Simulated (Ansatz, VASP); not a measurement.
One calculation of AlRu, two programs

File INCAR:

```
SYSTEM = AlRu
PREC = Accurate ; ENCUT = 520
EDIFF = 1E-7 ; ISMEAR = 0
SIGMA = 0.15 ; LREAL = .FALSE.
LASPH = .TRUE. ; NELM = 100
ALGO = Fast ; ISIF = 2
LWAVE = .FALSE. ; LCHARG = .FALSE.
GGA = PS ; NBANDS = 16
```

KPOINTS

```
Automatic mesh
0
G
  22 22 22
  0 0 0
```

Contents of POSCAR:

```
AlRu
1.0
    2.9764078228      0.0000000000      0.0000000000
    0.0000000000      2.9764078228      0.0000000000
    0.0000000000      0.0000000000      2.9764078228
Al Ru
1 1
Direct
    0.0000000000      0.0000000000      0.0000000000
    0.5000000000      0.5000000000      0.5000000000
```

Input for Ansatz:

```yaml
crystal:
  lattice:
    - [2.9764078228, 0.0, 0.0]
    - [0.0, 2.9764078228, 0.0]
    - [0.0, 0.0, 2.9764078228]
  atoms:
    - { symbol: Al, position: [0.0, 0.0, 0.0] }
    - { symbol: Ru, position: [0.5, 0.5, 0.5] }
basis:
  ecutwfc: 420
kpoints:
  mp_grid: { grid: [22, 22, 22] }
hamiltonian:
  xc: pbesol
scf:
  occupations: { method: gaussian, width: 0.15 }
output:
  forces: true
  stress: true
  eigenvalues: true
```

Alike in both runs: task single point; functional PBEsol; k mesh 22 × 22 × 22; occupations gaussian, width 0.15 eV; no spin polarisation.

```csv
,VASP,Ansatz
version,VASP 6.6.1,Ansatz 0.2.0
potentials or method,"VASP PAW PBE potentials, release 64 (Al, Ru_pv), cutoff 520 eV","scalar-relativistic, plane waves, PAW"
valence electrons in the cell,17,19
```

Ansatz gave:

| Item | Value |
| --- | --- |
| gap on the k mesh at the Fermi level (eV) | none |
| pressure (GPa) | 0.0 |

Q: Which values does VASP return?

A: gap on the k mesh at the Fermi level (eV): none; pressure (GPa): 0.1.

VASP's potentials were made for PBE, not for PBEsol. A gap of «none» marks a metal or a gap that the smearing closes. The functional is the same, so the differences come from potentials, cutoffs and numerics. VASP's potentials hold 17 valence electrons a cell and Ansatz's 19, so a difference there can come from the potentials and not from the codes.
